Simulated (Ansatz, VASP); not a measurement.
# Two plane-wave programs on SnSe

```xyz
2
Lattice="0.0000 3.0299 3.0299 3.0299 0.0000 3.0299 3.0299 3.0299 0.0000" Properties=species:S:1:pos:R:3 pbc="T T T"
Sn    0.0000    0.0000    0.0000
Se    3.0299    3.0299    3.0299
```

Change from the starting cell: volume scaled by 1.02, PAW files.

Alike in both runs: task electric field gradients; functional LDA; k mesh 9 × 9 × 9; occupations fermi-dirac, width 0.02 eV; no spin polarisation.

|  | VASP | Ansatz |
| --- | --- | --- |
| version | VASP 6.6.1 | Ansatz 0.2.0 |
| potentials or method | VASP PAW LDA potentials, release 64 (Sn_d, Se) | PAW with Ansatz's default frozen-core files, scalar-relativistic |
| plane-wave cutoff (eV) | 520 | 420 |
| valence electrons in the cell | 20 | 30 |

```tsv
	VASP	Ansatz	Ansatz less VASP
pressure (GPa)	-4.1	-4.1	-0.06
```

LDA's correlation is that of Perdew and Zunger in VASP and of Perdew and Wang (1992) in Ansatz. VASP's potentials hold 20 valence electrons a cell and Ansatz's 30, so a difference there can come from the potentials and not from the codes.
